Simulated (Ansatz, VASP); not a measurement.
Co: VASP beside Ansatz

File INCAR:

```
PREC = Accurate
ENCUT = 520
EDIFF = 1E-7
ISMEAR = -1
SIGMA = 0.05
LREAL = False
LASPH = True
NELM = 150
ALGO = Normal
ISIF = 2
LWAVE = False
LCHARG = False
ISPIN = 2
MAGMOM = -1.754 -1.754
LORBIT = 11
LMAXMIX = 4
GGA = B5
ALDAX = 1.0
AGGAX = 1.0
AGGAC = 1.0
ALDAC = 0.0
NBANDS = 20
```

File KPOINTS:

```
regular mesh
0
Gamma
  13 13 13
```

The input POSCAR:

```
Co
1.0
    0.0000000000      2.4063716165      2.4063716165
    2.4063716165      0.0000000000      2.4063716165
    2.4063716165      2.4063716165      0.0000000000
Co
2
Direct
    0.0000000000      0.0000000000      0.0000000000
    0.5000000000      0.5000000000      0.5000000000
```

Input for Ansatz:

```yaml
crystal:
  lattice:
    - [0.0, 2.4063716165, 2.4063716165]
    - [2.4063716165, 0.0, 2.4063716165]
    - [2.4063716165, 2.4063716165, 0.0]
  atoms:
    - { symbol: Co, position: [0.0, 0.0, 0.0], spin: -1.754 }
    - { symbol: Co, position: [0.5, 0.5, 0.5], spin: -1.754 }
hamiltonian:
  xc: blyp
  pseudopotentials:
    kind: paw
    azcp:
      Co: "pseudopotentials/Co.paw.azcp"
basis:
  ecutwfc: 420
  fft_grid_basis: typed
kpoints:
  mp_grid: { grid: [13, 13, 13], shift: [0, 0, 0] }
magnetization:
  spin_polarized: true
scf:
  occupations: { method: fermi_dirac, width: 0.05 }
  lower_state_search: "off"
output:
  stress: true
```

Alike in both runs: task single point; functional BLYP; k mesh 13 × 13 × 13; occupations fermi-dirac, width 0.05 eV; collinear spin.

|  | VASP | Ansatz |
| --- | --- | --- |
| version | VASP 6.6.1 | Ansatz 0.2.0 |
| potentials or method | VASP PAW PBE potentials, release 64 (Co), cutoff 520 eV | plane waves (420 eV) with PAW, scalar-relativistic |
| valence electrons in the cell | 18 | 34 |

Ansatz gave:

| Quantity | Value |
| --- | --- |
| pressure (GPa) | -4.6 |
| net moment per atom (μB) | 1.88 |
| size of the moment on the site where the two differ most (μB) | 1.91 |

**Question.** Estimate VASP's values.

**Answer.** Pressure (GPa): -4.8; net moment per atom (μB): 1.87; size of the moment on the site where the two differ most (μB): 1.88.

VASP's potentials were made for PBE, not for BLYP. Site moments also hang on the region over which each program counts them. With one functional, cell and mesh, what is left measures potentials, basis and numerics. VASP's potentials hold 18 valence electrons a cell and Ansatz's 34, so a difference there can come from the potentials and not from the codes.
